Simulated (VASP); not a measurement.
## SnSe: single point with r2SCAN

SnSe:

```
Sn Se
1.0
     0.00000    3.01000    3.11535
     3.01000    0.00000    3.11535
     3.01000    3.01000    0.00000
Sn Se
1 1
Direct
  0.00000 0.00000 0.00000
  0.50000 0.50000 0.50000
```

This cell differs from its parent crystal: strain +0.0350 x Voigt [0, 0, 1, 0, 0, 0].

```
Program                : VASP 6.6.1
Task                   : single point
Functional             : r2SCAN
Potentials or basis    : VASP PAW PBE potentials, release 64 (Sn_d, Se)
Cutoff                 : 520 eV
k mesh                 : 10 × 10 × 10
Occupations            : gaussian, width 0.05 eV
Spin                   : no spin polarisation
Dipole correction      : no
Further INCAR settings : ALGO = Normal; EDIFF = 1e-07; NBANDS = 17
```

The pressure is -1.6 GPa. The band gap on the k mesh is 0.33 eV.

Stress tensor (GPa, compression positive):
```
-0.46  0.00  0.00
 0.00 -0.46  0.00
 0.00  0.00 -3.82
```

Levels at points of the mesh, in eV from the valence-band top:
| k point | band 7 | band 8 | band 9 | band 10 | band 11 | band 12 | band 13 | band 14 |
| --- | --- | --- | --- | --- | --- | --- | --- | --- |
| (0.00, 0.00, 0.00) | -5.37 | -2.65 | -2.65 | -2.33 | 3.69 | 4.49 | 4.49 | 5.92 |
| (0.50, 0.00, 0.00) | -8.41 | -2.31 | -2.25 | 0.00 | 0.33 | 1.08 | 1.23 | 8.45 |
| (0.50, 0.50, 0.00) | -6.26 | -5.66 | -3.90 | -3.90 | 3.29 | 5.39 | 5.39 | 5.59 |
| (0.50, 0.00, 0.50) | -6.40 | -5.74 | -4.16 | -3.77 | 3.18 | 4.78 | 5.62 | 6.08 |

Run time: 4.9 min on 1 thread of Intel Xeon 8259CL (shared host), peak memory 0.26 GiB.

Caveat: the cell differs from its parent crystal (strain +0.0350 x Voigt [0, 0, 1, 0, 0, 0]); the PAW data sets were made with another functional, which shifts forces and pressure a little; spin-orbit coupling is left out, which moves the levels of the heavy elements. A k mesh can miss the band edges.
